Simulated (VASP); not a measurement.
# KI (Cmcm) in VASP: a series of runs

KI is run at these levels: PBE, r2SCAN; tasks: single point.

All numbers are computed with VASP 6.6.1; they aren't measurements. Logs are shortened: lines on timing, memory, paths and dates and some standing lists are left out, and cuts for length are marked.

**1. The cell of the first run**

Symmetry: Cmcm, No. 63, orthorhombic system. The conventional cell has a = 6.389 Å, b = 10.460 Å, c = 7.039 Å, α = 90.00°, β = 90.00°, γ = 90.00°. K (site symmetry m2m) has 5 I at 3.52 to 3.60 Å within 4.6 Å. Within 4.6 Å of I (site symmetry m2m) lie 5 K at 3.52 to 3.60 Å.

**2. Single point, PBE (uniaxial x strain +5.8%)**

Input file INCAR:

```
SYSTEM = KI
  ALGO = Normal
  EDIFF = 1E-6
  ENCUT = 520
  GGA = PE
  ISIF = 2
  ISMEAR = -1
  LASPH = .True.
  LCHARG = .True.
  LELF = .True.
  LREAL = .False.
  LVHAR = .True.
  LWAVE = .False.
  NBANDS = 24
  NELM = 80
  PREC = Accurate
  SIGMA = 0.02
```

Input file KPOINTS:

```
k-points
0
Gamma
  6 6 4
  0 0 0
```

Input file POSCAR:

```
KI
1.0
    6.3890799779      0.0000000000      0.0000000000
   -3.1945399890      5.2297784193      0.0000000000
    0.0000000000      0.0000000000      7.0391091533
K I
2 2
Direct
    0.3293395609      0.6586791219      0.2500000000
    0.6706604391      0.3413208781      0.7500000000
    0.6714627651      0.3429255303      0.2500000000
    0.3285372349      0.6570744697      0.7500000000
```

Potentials or basis: VASP PAW PBE potentials, release 64 (K_sv, I).

The run is started by

```console
$ cat potpaw_PBE.64/K_sv/POTCAR potpaw_PBE.64/I/POTCAR > POTCAR
$ mpirun -np 1 vasp_std > vasp.out
```

OUTCAR:

```text
SYSTEM = KI
   EDIFF = 1E-6
   ENCUT = 520
   GGA = PE
   ISIF = 2
   ISMEAR = -1
   LASPH = .True.
   LREAL = .False.
   NELM = 80
   PREC = Accurate

 ion  position               nearest neighbor table
   1  0.329  0.659  0.250-   4 3.52   4 3.52   3 3.58   3 3.60   3 3.60
   2  0.671  0.341  0.750-   3 3.52   3 3.52   4 3.58   4 3.60   4 3.60
   3  0.671  0.343  0.250-   2 3.52   2 3.52   1 3.58   1 3.60   1 3.60
   4  0.329  0.657  0.750-   1 3.52   1 3.52   2 3.58   2 3.60   2 3.60

  Warning from LATTYP: Monoclinic adjustment (A1->A3, A2->A1, A3->A2)!
  LATTYP: Found a base centered orthorhombic cell.
 ALAT       =     6.3890799779
 B/A-ratio  =     1.6370990620
 C/A-ratio  =     1.1017406540

  Lattice vectors:

 A1 = (   3.1945399890,  -5.2297784193,   0.0000000000)
 A2 = (   3.1945399889,   5.2297784193,   0.0000000000)
 A3 = (   0.0000000000,   0.0000000000,   7.0391091533)

Analysis of symmetry for initial positions (statically):
=====================================================================
 Subroutine PRICEL returns:
 Original cell was already a primitive cell.

 Routine SETGRP: Setting up the symmetry group for a
 base centered orthorhombic supercell.

 Subroutine GETGRP returns: Found  8 space group operations
 (whereof  4 operations were pure point group operations)
 out of a pool of  8 trial point group operations.

The static configuration has the point symmetry C_2h.
 The point group associated with its full space group is D_2h.

Analysis of symmetry for dynamics (positions and initial velocities):
=====================================================================
 Subroutine PRICEL returns:
 Original cell was already a primitive cell.

 Routine SETGRP: Setting up the symmetry group for a
 base centered orthorhombic supercell.

 Subroutine GETGRP returns: Found  8 space group operations
 (whereof  4 operations were pure point group operations)
 out of a pool of  8 trial point group operations.

The dynamic configuration has the point symmetry C_2h.
 The point group associated with its full space group is D_2h.

 Subroutine INISYM returns: Found  8 space group operations
 (whereof  4 operations are pure point group operations),
 and found     1 'primitive' translations

----------------------------------------------------------------------------------------

                                     Primitive cell

  volume of cell :     235.2011

  direct lattice vectors                    reciprocal lattice vectors
     6.389079978  0.000000000  0.000000000     0.156517058  0.095606345  0.000000000
    -3.194539989  5.229778419  0.000000000     0.000000000  0.191212690  0.000000000
     0.000000000  0.000000000  7.039109153     0.000000000  0.000000000  0.142063431

  length of vectors
     6.389079978  6.128267949  7.039109153     0.183407095  0.191212690  0.142063431

  position of ions in fractional coordinates (direct lattice)
     0.329339561  0.658679122  0.250000000
     0.670660439  0.341320878  0.750000000
     0.671462765  0.342925530  0.250000000
     0.328537235  0.657074470  0.750000000

  ion indices of the primitive-cell ions
   primitive index   ion index
                 1           1
                 2           2
                 3           3
                 4           4

----------------------------------------------------------------------------------------

 KPOINTS: k-points

Automatic generation of k-mesh.
 Grid dimensions read from file:
 generate k-points for:    6    6    4

 Generating k-lattice:

  Cartesian coordinates                     Fractional coordinates (reciprocal lattice)
     0.026086176  0.015934391  0.000000000     0.166666667  0.000000000  0.000000000
     0.000000000  0.031868782  0.000000000     0.000000000  0.166666667  0.000000000
     0.000000000  0.000000000  0.035515858     0.000000000  0.000000000  0.250000000

  Length of vectors
     0.030567849  0.031868782  0.035515858

  Shift w.r.t. Gamma in fractional coordinates (k-lattice)
     0.000000000  0.000000000  0.000000000

 Subroutine IBZKPT returns following result:
 ===========================================

 Found     39 irreducible k-points:

 Following reciprocal coordinates:
            Coordinates               Weight
  0.000000  0.000000  0.000000      1.000000
  0.166667  0.000000  0.000000      4.000000
  0.333333  0.000000  0.000000      4.000000
  0.500000  0.000000  0.000000      2.000000
  0.000000  0.166667  0.000000      2.000000
  0.166667  0.166667  0.000000      4.000000
[... 16 lines left out ...]
  0.000000  0.333333  0.250000      4.000000
  0.166667  0.333333  0.250000      8.000000
 [... further k-points ...]
   k-points           NKPTS =     39   k-points in BZ     NKDIM =     39   number of bands    NBANDS=     24
   number of dos      NEDOS =    301   number of ions     NIONS =      4
   total plane-waves  NPLWV = 124416
   dimension x,y,z NGX =    48 NGY =   48 NGZ =   54
   dimension x,y,z NGXF=    96 NGYF=   96 NGZF=  108
   ions per type =               2   2
   NGX,Y,Z   is equivalent  to a cutoff of  12.49, 13.02, 12.75 a.u.
   NGXF,Y,Z  is equivalent  to a cutoff of  24.98, 26.04, 25.51 a.u.
 SYSTEM =  KI
   PREC   = accura    normal or accurate (medium, high low for compatibility)
   ISTART =      0    job   : 0-new  1-cont  2-samecut
   ICHARG =      2    charge: 1-file 2-atom 10-const
   ISPIN  =      1    spin polarized calculation?
   LNONCOLLINEAR =      F non collinear calculations
   LSORBIT =      F    spin-orbit coupling
   LASPH  =      T    aspherical Exc in radial PAW
   ENCUT  =  520.0 eV  38.22 Ry    6.18 a.u.  11.88 11.39 13.09*2*pi/ulx,y,z
   NELM   =     80;   NELMIN=  2; NELMDL= -5     # of ELM steps
   EDIFF  = 0.1E-05   stopping-criterion for ELM
   LREAL  =      F    real-space projection
   EDIFFG = 0.1E-04   stopping-criterion for IOM
   NSW    =      0    number of steps for IOM
   IBRION =     -1    ionic relax: 0-MD 1-quasi-New 2-CG
   NFREE  =      0    steps in history (QN), initial steepest desc. (CG)
   ISIF   =      2    stress and relaxation
   ISYM   =      2    0-nonsym 1-usesym 2-fastsym
   POTIM  = 0.5000    time-step for ionic-motion
   TEBEG  =    0.0;   TEEND  =   0.0 temperature during run
   PSTRESS=    0.0 pullay stress
   NELECT =      32.0000    total number of electrons
   NUPDOWN=      -1.0000    fix difference up-down
   EMIN   =  10.00;   EMAX   =-10.00  energy-range for DOS
   EFERMI =   0.00;   METHOD = LEGACY
   ISMEAR =    -1;   SIGMA  =   0.02  broadening in eV -4-tet -1-fermi 0-gaus
   EFERMI_NEDOS =   21; number of points for ismear=-14 and -15
   IALGO  =     38    algorithm
   IMIX   =      4    mixing-type and parameters
     AMIX     =   0.40;   BMIX     =  1.00
     AMIX_MAG =   1.60;   BMIX_MAG =  1.00
  volume/ion in A,a.u.               =      58.80       396.80
  Fermi-wavevector in a.u.,A,eV,Ry     =   0.841999  1.591148  9.646024  0.708963
  Thomas-Fermi vector in A             =   1.956635
   LORBIT       =      0    0 simple, 1 ext, 2 COOP (PROOUT), +10 PAW based schemes
   GGA     = PE    functional components
   LHFCALC =     F    Hartree Fock is set to
   AEXX    =    0.0000 exact exchange contribution
   IVDW    =     0    specifies the selected vdW correction
   LEPSILON=     F    determine dielectric tensor
   LRPA    =     F    only Hartree local field effects (RPA)
 non-spin polarized calculation
  energy-cutoff  :      520.00
  volume of cell :      235.20
 maximum number of plane-waves:      6375
   NGX = 23   NGY = 23   NGZ = 27

 number of electron      31.9999998 magnetization

 Free energy of the ion-electron system (eV)
  ---------------------------------------------------
  ext. energy  EPLUGINS =         0.00000000
  ---------------------------------------------------
  free energy    TOTEN  =       -10.95989815 eV

  energy without entropy =      -10.95989815  energy(sigma->0) =      -10.95989815

 E-fermi :  -1.2141     XC(G=0):  -5.9450

 val. band max:       -1.7002617308   @ k =   0.0000   0.0000   0.0000
 cond. band min:       2.0215830602   @ k =   0.0000   0.0000   0.0000
 fundamental gap:      3.7218447910
 Fermi energy:        -1.2141357863

 k-point     1 :       0.0000    0.0000    0.0000
  band No.  band energies     occupation
      1     -30.4279      2.00000
      2     -30.4261      2.00000
      3     -13.9326      2.00000
      4     -13.9280      2.00000
      5     -13.9277      2.00000
      6     -13.9206      2.00000
[... 16 lines left out ...]
     23       5.4768      0.00000
     24       6.2395      0.00000

 k-point     2 :       0.1667    0.0000    0.0000
  band No.  band energies     occupation
      1     -30.4278      2.00000
      2     -30.4262      2.00000
      3     -13.9357      2.00000
      4     -13.9316      2.00000
      5     -13.9262      2.00000
      6     -13.9236      2.00000
[... 16 lines left out ...]
     23       5.6335      0.00000
     24       5.7587      0.00000

 k-point     3 :       0.3333    0.0000    0.0000
  band No.  band energies     occupation
      1     -30.4275      2.00000
      2     -30.4264      2.00000
      3     -13.9461      2.00000
      4     -13.9389      2.00000
      5     -13.9319      2.00000
      6     -13.9216      2.00000
[... 16 lines left out ...]
     23       5.5283      0.00000
     24       5.8217      0.00000

 k-point     4 :       0.5000    0.0000    0.0000
  band No.  band energies     occupation
      1     -30.4272      2.00000
      2     -30.4266      2.00000
      3     -13.9514      2.00000
      4     -13.9452      2.00000
      5     -13.9333      2.00000
      6     -13.9183      2.00000
[... 16 lines left out ...]
     23       5.7139      0.00000
     24       6.0154      0.00000

 k-point     5 :       0.0000    0.1667    0.0000
  band No.  band energies     occupation
      1     -30.4278      2.00000
      2     -30.4262      2.00000
      3     -13.9381      2.00000
      4     -13.9286      2.00000
      5     -13.9272      2.00000
      6     -13.9261      2.00000
[... 451 lines left out ...]
 k-point    22 :      -0.3333    0.1667    0.2500
  band No.  band energies     occupation
      1     -30.4274      2.00000
      2     -30.4265      2.00000
      3     -13.9591      2.00000
      4     -13.9504      2.00000
      5     -13.9320      2.00000
      6     -13.9219      2.00000
[... 16 lines left out ...]
     23       5.7572      0.00000
     24       5.9952      0.00000

 k-point    23 :       0.0000    0.3333    0.2500
  band No.  band energies     occupation
      1     -30.4273      2.00000
      2     -30.4266      2.00000
      3     -13.9636      2.00000
      4     -13.9561      2.00000
      5     -13.9279      2.00000
      6     -13.9165      2.00000
[... 16 lines left out ...]
     23       5.5312      0.00000
     24       6.1311      0.00000

 k-point    24 :       0.1667    0.3333    0.2500
  band No.  band energies     occupation
      1     -30.4271      2.00000
      2     -30.4267      2.00000
      3     -13.9688      2.00000
      4     -13.9640      2.00000
      5     -13.9303      2.00000
      6     -13.9181      2.00000
[... 16 lines left out ...]
     23       5.6597      0.00000
     24       6.0787      0.00000

 [... further k-points ...]
[... 5 lines left out ...]
  --------------------------------------------------------------------------------------
  -------------------------------------------------------------------------------------
  Total       -0.5526677     -0.3886185      0.1966444      0.0000000      0.0000000      0.0000000
  in kB       -3.7647430     -2.6472484      1.3395314      0.0000000      0.0000000      0.0000000
  external PRESSURE =      -1.6908200 kB  Pullay stress =       0.0000000 kB

 VOLUME and BASIS-vectors are now :
 -----------------------------------------------------------------------------
  energy-cutoff  :      520.00
  volume of cell :      235.20
      direct lattice vectors                 reciprocal lattice vectors
     6.389079978  0.000000000  0.000000000     0.156517058  0.095606345  0.000000000
    -3.194539989  5.229778419  0.000000000     0.000000000  0.191212690  0.000000000
     0.000000000  0.000000000  7.039109153     0.000000000  0.000000000  0.142063431

 POSITION                                       TOTAL-FORCE (eV/Angst)
 -----------------------------------------------------------------------------------
     -0.00000      3.44475      1.75978        -0.000000      0.000385     -0.000000
      3.19454      1.78503      5.27933         0.000000     -0.000385     -0.000000
      3.19454      1.79342      1.75978        -0.000000      0.003862     -0.000000
      0.00000      3.43635      5.27933         0.000000     -0.003862      0.000000
 -----------------------------------------------------------------------------------
    total drift:                               -0.000000      0.000000     -0.000000

  FREE ENERGIE OF THE ION-ELECTRON SYSTEM (eV)
  ---------------------------------------------------
  free  energy   TOTEN  =       -10.9598981530 eV

  energy  without entropy=      -10.9598981530  energy(sigma->0) =      -10.95989815
```

Run time: 6.5 min. Hardware: 1 thread of Oxide Virtual Turin-like, shared host; peak memory 0.41 GiB.

What came out:

- Free energy: -10.9599 eV
- Pressure: -0.2 GPa
- Largest force: 0.004 eV/Å
- Band gap on the k mesh: 3.72 eV, direct

Forces on the atoms (eV/Å):
```
K    0.000  0.000  0.000
K    0.000  0.000  0.000
I    0.000  0.004  0.000
I    0.000 -0.004  0.000
```

Levels at points of the mesh, in eV from the valence-band top:
```
           k point  band 14  band 15  band 16  band 17  band 18  band 19
(0.00, 0.00, 0.00)    -0.23    -0.22     0.00     3.72     5.70     6.25
(0.50, 0.00, 0.00)    -0.44    -0.27    -0.12     5.31     5.45     5.91
(0.00, 0.50, 0.00)    -0.39    -0.26    -0.13     5.35     5.45     5.76
(0.00, 0.00, 0.50)    -0.39    -0.35    -0.35     4.86     4.86     6.72
(0.50, 0.00, 0.50)    -0.35    -0.22    -0.22     5.43     5.43     6.88
(0.00, 0.50, 0.50)    -0.39    -0.23    -0.23     5.46     5.46     7.02
```

Caveat: the cell differs from its parent crystal (uniaxial x strain +5.8%); spin-orbit coupling is left out, which moves the levels of the heavy elements.

**3. Single point, r2SCAN (uniaxial x strain +5.8%)**

POSCAR is that of step 2.

Input file INCAR.step1:

```
PREC = Accurate
ENCUT = 520
ISMEAR = 0
SIGMA = 0.01
LREAL = False
LASPH = True
NELM = 100
NBANDS = 24
GGA = PE
ALGO = Normal
EDIFF = 1E-4
LWAVE = True
LCHARG = False
```

Input file INCAR.step2:

```
PREC = Accurate
ENCUT = 520
EDIFF = 1E-6
ISMEAR = 0
SIGMA = 0.01
LREAL = False
LASPH = True
NELM = 100
ALGO = Normal
ISIF = 2
LWAVE = False
LCHARG = False
METAGGA = R2SCAN
LMIXTAU = True
NBANDS = 24
ISTART = 1
```

Input file KPOINTS:

```
regular mesh
0
Gamma
  6 6 4
```

Potentials or basis: VASP PAW PBE potentials, release 64 (K_sv, I).

The run is started by

```console
$ cat potpaw_PBE.64/K_sv/POTCAR potpaw_PBE.64/I/POTCAR > POTCAR
$ cp INCAR.step1 INCAR
$ mpirun -np 1 vasp_std > vasp.out
$ cp INCAR.step2 INCAR
$ mpirun -np 1 vasp_std > vasp.out
```

Run time: 16 min. Hardware: 1 thread of Oxide Virtual Turin-like, shared host; peak memory 0.46 GiB.

The run converged. Its results:

```yaml
Free_energy: -67.6797 eV
Pressure: -0.4 GPa
Band_gap_on_the_k_mesh: 4.30 eV, direct
```

Forces in eV/Å, atoms in the order of the input:
```
K    0.000 -0.001  0.000
K    0.000  0.001  0.000
I    0.000  0.003  0.000
I    0.000 -0.003  0.000
```

Stress tensor (GPa, compression positive):
```
-0.61  0.00  0.00
 0.00 -0.49  0.00
 0.00  0.00 -0.15
```

Levels at points of the mesh, in eV from the valence-band top:
```csv
k point,band 14,band 15,band 16,band 17,band 18,band 19
"(0.00, 0.00, 0.00)",-0.23,-0.23,0.00,4.30,6.42,6.83
"(0.50, 0.00, 0.00)",-0.43,-0.27,-0.12,5.76,6.16,6.40
"(0.00, 0.50, 0.00)",-0.39,-0.27,-0.14,5.81,6.18,6.27
"(0.00, 0.00, 0.50)",-0.39,-0.36,-0.36,5.43,5.43,7.29
"(0.50, 0.00, 0.50)",-0.36,-0.22,-0.22,5.91,5.91,7.55
"(0.00, 0.50, 0.50)",-0.40,-0.23,-0.23,5.95,5.95,7.62
```

Caveat: the cell differs from its parent crystal (uniaxial x strain +5.8%); the PAW data sets were made with another functional, which shifts forces and pressure a little; spin-orbit coupling is left out, which moves the levels of the heavy elements. A k mesh can miss the band edges.
